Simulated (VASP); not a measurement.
# Li (P2_1/m) in VASP: notebook, part 2 of 2

VASP 6.6.1. Earlier steps stand in the parts before.

### Step 3. Single point, PBE+D3(BJ) (atoms displaced along several vibrational modes)

INCAR reads:

```
PREC = Accurate ; ENCUT = 520
EDIFF = 1E-6 ; ISMEAR = 0
SIGMA = 0.15 ; LREAL = False
LASPH = True ; NELM = 60
ALGO = Fast ; ISIF = 2
LWAVE = False ; LCHARG = False
GGA = PE ; IVDW = 12
NBANDS = 10
```

KPOINTS reads:

```
regular mesh
0
Gamma
  16 16 12
```

POSCAR reads:

```
Li
1.0
    0.0000000000     -2.0886081792     -2.0886081792
    0.0000000000      2.0886081792     -2.0886081792
    4.1772163584      0.0000000000      0.0000000000
Li
2
Direct
    0.6424393541      0.4389545625      0.5000000000
   -0.1424393541      0.0610454375      0.0000000000
```

Potentials or basis: VASP PAW PBE potentials, release 64 (Li_sv).

Launch:

```bash
cat potpaw_PBE.64/Li_sv/POTCAR > POTCAR
mpirun -np 1 vasp_std > vasp.out
```

OUTCAR:

```text
PREC = Accurate
   ENCUT = 520
   EDIFF = 1E-6
   ISMEAR = 0
   LREAL = False
   LASPH = True
   NELM = 60
   ISIF = 2
   GGA = PE
   IVDW = 12
 IVDW          = 12

 ion  position               nearest neighbor table
   1  0.642  0.439  0.500-   2 2.45   2 2.45
   2  0.858  0.061  0.000-   1 2.45   1 2.45

  LATTYP: Found a simple tetragonal cell.
 ALAT       =     2.9537380135
 C/A-ratio  =     1.4142135624

  Lattice vectors:

 A1 = (   0.0000000000,  -2.0886081792,  -2.0886081792)
 A2 = (   0.0000000000,   2.0886081792,  -2.0886081792)
 A3 = (   4.1772163584,   0.0000000000,   0.0000000000)

Analysis of symmetry for initial positions (statically):
=====================================================================
 Subroutine PRICEL returns:
 Original cell was already a primitive cell.

 Routine SETGRP: Setting up the symmetry group for a
 simple tetragonal supercell.

 Subroutine GETGRP returns: Found  4 space group operations
 (whereof  2 operations were pure point group operations)
 out of a pool of 16 trial point group operations.

The static configuration has the point symmetry C_1h.
 The point group associated with its full space group is C_2h.

Analysis of symmetry for dynamics (positions and initial velocities):
=====================================================================
 Subroutine PRICEL returns:
 Original cell was already a primitive cell.

 Routine SETGRP: Setting up the symmetry group for a
 simple tetragonal supercell.

 Subroutine GETGRP returns: Found  4 space group operations
 (whereof  2 operations were pure point group operations)
 out of a pool of 16 trial point group operations.

The dynamic configuration has the point symmetry C_1h.
 The point group associated with its full space group is C_2h.

 Subroutine INISYM returns: Found  4 space group operations
 (whereof  2 operations are pure point group operations),
[... 120 lines left out ...]
   LORBIT       =      0    0 simple, 1 ext, 2 COOP (PROOUT), +10 PAW based schemes
   GGA     = PE    functional components
   LHFCALC =     F    Hartree Fock is set to
   AEXX    =    0.0000 exact exchange contribution
   IVDW    =    12    specifies the selected vdW correction
   LEPSILON=     F    determine dielectric tensor
   LRPA    =     F    only Hartree local field effects (RPA)
 non-spin polarized calculation
 RMM-DIIS sequential band-by-band and
 Gauss-broadening in eV      SIGMA  =   0.15
  energy-cutoff  :      520.00
  volume of cell :       36.44
 maximum number of plane-waves:      1008
 NGX is ok and might be reduce to    24
   NGX = 11   NGY = 11   NGZ = 15

 number of electron       5.9999989 magnetization

 Free energy of the ion-electron system (eV)
  ---------------------------------------------------
  ext. energy  EPLUGINS =         0.00000000
  ---------------------------------------------------
  free energy    TOTEN  =        -3.50646909 eV

  energy without entropy =       -3.49714919  energy(sigma->0) =       -3.50180914

 E-fermi :   0.9887     XC(G=0):  -7.3052

 val. band max:        0.9873554559   @ k =  -0.3125   0.4375   0.0833
 cond. band min:       0.9944096448   @ k =  -0.0625   0.5000   0.3333
 fundamental gap:      0.0070541889
 Fermi energy:         0.9886836629

 k-point     1 :       0.0000    0.0000    0.0000
  band No.  band energies     occupation
      1     -45.6972      2.00000
      2     -45.6222      2.00000
      3      -2.7249      2.00000
      4       2.3321      0.00000
      5       6.1376      0.00000
      6      10.1247      0.00000
      7      10.7630      0.00000
      8      11.5528      0.00000
      9      13.2221      0.00000
     10      17.4488      0.00000
[... 287 lines left out ...]
 k-point    24 :       0.1875    0.0625    0.0000
  band No.  band energies     occupation
      1     -45.6927      2.00000
      2     -45.6204      2.00000
      3      -2.2483      2.00000
      4       2.9531      0.00000
      5       5.6528      0.00000
      6       7.4510      0.00000
      7       9.8789      0.00000
      8      13.2140      0.00000
      9      13.9635      0.00000
     10      14.9382      0.00000

 [... further k-points ...]

------------------------ aborting loop because EDIFF is reached ----------------------------------------

 Edisp (eV)   -0.37909

 E8    (eV) :    -0.1586

  FORCE on cell =-STRESS in cart. coord.  units (eV):
  Direction    XX          YY          ZZ          XY          YZ          ZX
  --------------------------------------------------------------------------------------
  -------------------------------------------------------------------------------------
  Total       1.26088    -0.36229    -0.60235     0.00000    -0.72493     0.00000
  in kB      55.43118   -15.92691   -26.48083     0.00000   -31.86971     0.00000
  external pressure =        4.34 kB  Pullay stress =        0.00 kB

 VOLUME and BASIS-vectors are now :
 -----------------------------------------------------------------------------
  energy-cutoff  :      520.00
  volume of cell :       36.44
      direct lattice vectors                 reciprocal lattice vectors
     0.000000000 -2.088608179 -2.088608179     0.000000000 -0.239393872 -0.239393872
     0.000000000  2.088608179 -2.088608179     0.000000000  0.239393872 -0.239393872
     4.177216358  0.000000000  0.000000000     0.239393872  0.000000000  0.000000000

 POSITION                                       TOTAL-FORCE (eV/Angst)
 -----------------------------------------------------------------------------------
      2.08861     -0.42500     -2.25861         0.000000      0.548783      0.032379
      0.00000     -1.66361     -1.91861         0.000000     -0.548783     -0.032379
 -----------------------------------------------------------------------------------
    total drift:                                0.000000      0.000000      0.000000

  FREE ENERGIE OF THE ION-ELECTRON SYSTEM (eV)
  ---------------------------------------------------
  free  energy   TOTEN  =        -3.8855566728 eV

  energy  without entropy=       -3.8762367730  energy(sigma->0) =       -3.88089672
```

Run time: 85 s. Hardware: 1 thread of Intel Xeon 6975P-C (Granite Rapids), shared host; peak memory 0.35 GiB.

What came out:

| Property | Result |
| --- | --- |
| Free energy | -3.8856 eV |
| Largest force | 0.550 eV/Å |
| Band gap on the k mesh | zero (bands 3 and 4 overlap by 5.02 eV) |
| Dispersion energy per atom | -0.190 eV |

Forces on the atoms (eV/Å):
```
Li   0.000  0.549  0.032
Li   0.000 -0.549 -0.032
```

Caveat: the cell differs from its parent crystal (atoms displaced along several vibrational modes); the cutoff is under 1.25 times the usual one of these potentials, so pressure, stress and relaxed cells hold a basis-set (Pulay) error.
